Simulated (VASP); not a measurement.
Here is a VASP 6.6.1 calculation.

Contents of INCAR:

```
PREC     = Accurate       # precision mode
ENCUT    = 600            # plane-wave cutoff, eV
EDIFF    = 1E-7           # SCF threshold, eV
ISMEAR   = 0              # smearing method
SIGMA    = 0.2            # smearing width, eV
LREAL    = F              # projectors in reciprocal space
LASPH    = T              # aspherical terms in the spheres
NELM     = 120            # most SCF steps
ALGO     = Normal         # electronic algorithm
ISIF     = 3              # what is computed and relaxed
LWAVE    = F              # write WAVECAR
LCHARG   = F              # write CHGCAR
GGA      = PE             # functional
IBRION   = 2              # ionic algorithm
NSW      = 36             # ionic steps
EDIFFG   = -0.08          # ionic threshold
GGA_COMPAT= F            
NELMIN   = 4
```

The input KPOINTS:

```
Automatic mesh
0
Gamma
  3 3 3
```

POSCAR

```
Be3Te4
1.0
    0.0000000000      4.2978734200      4.2978734200
    4.2978734200      0.0000000000      4.2978734200
    4.2978734200      4.2978734200      0.0000000000
Be Te
3 4
Direct
    0.5000000000      0.5000000000      0.5000000000
    0.7500000000      0.7500000000      0.7500000000
    0.0000000000      0.0000000000      0.0000000000
    0.8742124100      0.8742124100      0.8742124100
    0.8742124100      0.8742124100      0.3773627700
    0.8742124100      0.3773627700      0.8742124100
    0.3773627700      0.8742124100      0.8742124100
```

Potentials or basis: VASP PAW PBE potentials, release 64 (Be, Te).

The run is started by

```bash
$ cat potpaw_PBE.64/Be/POTCAR potpaw_PBE.64/Te/POTCAR > POTCAR
$ mpirun -np 1 vasp_std > vasp.out
```

Predict the band gap on the k mesh.

zero (bands 15 and 16 overlap by 0.77 eV).

What does it give for the space group after relaxing (to 0.1 Å)?

F-43m (No. 216).

Estimate the relaxed volume.

44.27 Å³/atom.

Predict the relaxed cell.

a = 7.596 Å, b = 7.596 Å, c = 7.596 Å, α = 60.00°, β = 60.00°, γ = 60.00°.

The path:
```csv
step,energy change (eV),largest force (eV/Å),pressure (GPa),volume (Å³)
1,0.0000,0.9456,53.79,158.78
2,-13.3017,0.2778,-2.88,405.96
3,-14.3179,0.5305,1.26,295.20
4,-14.3681,0.4863,-0.36,318.96
5,-14.3773,0.4996,0.01,312.57
6,-14.3754,0.5071,0.25,308.79
7,-14.4058,0.1264,0.16,309.60
8,-14.4080,0.0055,0.14,309.88
```

Caveat: the k points lie up to 0.34 Å⁻¹ apart in the final cell, too coarse for converged energies and pressures of a metal; the volume moved by over 15 % at a fixed basis, so the end points are rough; semilocal functionals underestimate gaps, so a narrow gap can read as zero; spin-orbit coupling is left out, which moves the levels of the heavy elements.
